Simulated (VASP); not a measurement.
Here is a VASP 6.6.1 calculation.

INCAR

```
PREC = Accurate
ENCUT = 520
EDIFF = 1E-6
ISMEAR = -1
SIGMA = 0.05
LREAL = F
LASPH = T
NELM = 60
ALGO = Normal
ISIF = 2
LWAVE = F
LCHARG = F
GGA = PE
NBANDS = 17
```

The input KPOINTS:

```
Automatic mesh
0
Gamma
  13 13 13
```

Contents of POSCAR:

```
BiAs
1.0
    3.6192804749      0.0000000000      0.0000000000
    0.0000000000      3.6192804749      0.0000000000
    0.0000000000      0.0000000000      3.6192804749
As Bi
1 1
Direct
    0.0000000000      0.0000000000      0.0000000000
    0.5000000000      0.5000000000      0.5000000000
```

Potentials or basis: VASP PAW PBE potentials, release 64 (As, Bi_d).

Launch:

```bash
$ cat potpaw_PBE.64/As/POTCAR potpaw_PBE.64/Bi_d/POTCAR > POTCAR
$ mpirun -np 1 vasp_std > vasp.out
```

(1) Estimate the band gap on the k mesh.

(2) Predict the pressure.

Results:

(1) zero (band 10 reaches 8.80 eV, above the bottom of band 11 at 5.72 eV).

(2) 4.6 GPa.

Caveat: spin-orbit coupling is left out, which moves the levels of the heavy elements.
